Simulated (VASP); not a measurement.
Input of a VASP 6.6.1 run:

File INCAR:

```
SYSTEM = Sc3W
  PREC = Accurate
  ENCUT = 500
  EDIFF = 1E-6
  ISMEAR = 0
  SIGMA = 0.1
  LREAL = .False.
  LASPH = .True.
  NELM = 120
  ALGO = Normal
  ISIF = 2
  LWAVE = .False.
  LCHARG = .False.
  GGA = PE
  NBANDS = 57
  GGA_COMPAT = .False.
```

The input KPOINTS:

```
regular mesh
0
Gamma
  6 6 4
  0 0 0
```

The input POSCAR:

```
Sc3W
1.0
    5.9980036047      0.0000000000      0.0000000000
   -2.9990018024      5.1944234937      0.0000000000
    0.0000000000      0.0000000000      4.8143233387
Sc W
6 2
Direct
    0.8330000000      0.6660000000      0.2500000000
    0.1670000000      0.8330000000      0.7500000000
    0.3340000000      0.1670000000      0.2500000000
    0.1670000000      0.3340000000      0.7500000000
    0.8330000000      0.1670000000      0.2500000000
    0.6660000000      0.8330000000      0.7500000000
    0.3333333333      0.6666666667      0.2500000000
    0.6666666667      0.3333333333      0.7500000000
```

Potentials or basis: VASP PAW PBE potentials, release 64 (Sc_sv, W_sv).

Launch:

```bash
$ cat potpaw_PBE.64/Sc_sv/POTCAR potpaw_PBE.64/W_sv/POTCAR > POTCAR
$ mpirun -np 1 vasp_std > vasp.out
```

Question: Predict the pressure.

Answer: 10.9 GPa.

Question: Estimate the band gap on the k mesh.

Answer: Zero (bands 47 and 48 overlap by 0.95 eV).

Question: Estimate the largest force.

Answer: 0.473 eV/Å.

Stress tensor (GPa, compression positive):
```
11.26  0.00  0.00
 0.00 11.26  0.00
 0.00  0.00 10.31
```

Caveat: the cell stands under pressure; spin-orbit coupling is left out, which moves the levels of the heavy elements.
